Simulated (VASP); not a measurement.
Crystal: BaTiO3.

```xyz
5
Lattice="2.7696 1.5991 2.2711 -2.7696 1.5991 2.2711 0.0000 -3.1981 2.2711" Properties=species:S:1:pos:R:3 pbc="T T T"
Ba    0.0000    0.0000    0.0000
Ti    0.0000    0.0000    3.3010
O     1.3602   -0.7853    2.3499
O    -1.3602   -0.7853    2.3499
O     0.0000    1.5706    2.3499
```

Base run:

* Program: VASP 6.6.1
* Functional: PBEsol
* Potentials or basis: VASP PAW PBE potentials, release 64 (Ba_sv, Ti_sv, O)
* Cutoff: 520 eV
* k mesh: 7 × 7 × 7
* Occupations: fermi-dirac, width 0.05 eV
* Spin: no spin polarisation

Its results: band gap on the k mesh 2.55 eV (least direct gap 2.83 eV); pressure 13.1 GPa; largest force 0.842 eV/Å.

Q: The run is repeated on the same cell with these changes: functional from PBEsol to LDA; potentials or basis from VASP PAW PBE potentials, release 64 (Ba_sv, Ti_sv, O) to VASP PAW LDA potentials, release 64 (Ba_sv, Ti_sv, O). What comes out?

A: Band gap on the k mesh 2.51 eV (least direct gap 2.78 eV); pressure 8.2 GPa; largest force 0.801 eV/Å.

Caveats: the cell stands under pressure; spin-orbit coupling is left out, which moves the levels of the heavy elements; an odd mesh through Γ misses points on the zone boundary, where band edges can lie; the PAW data sets were made with another functional, which shifts forces and pressure a little (at least some runs).
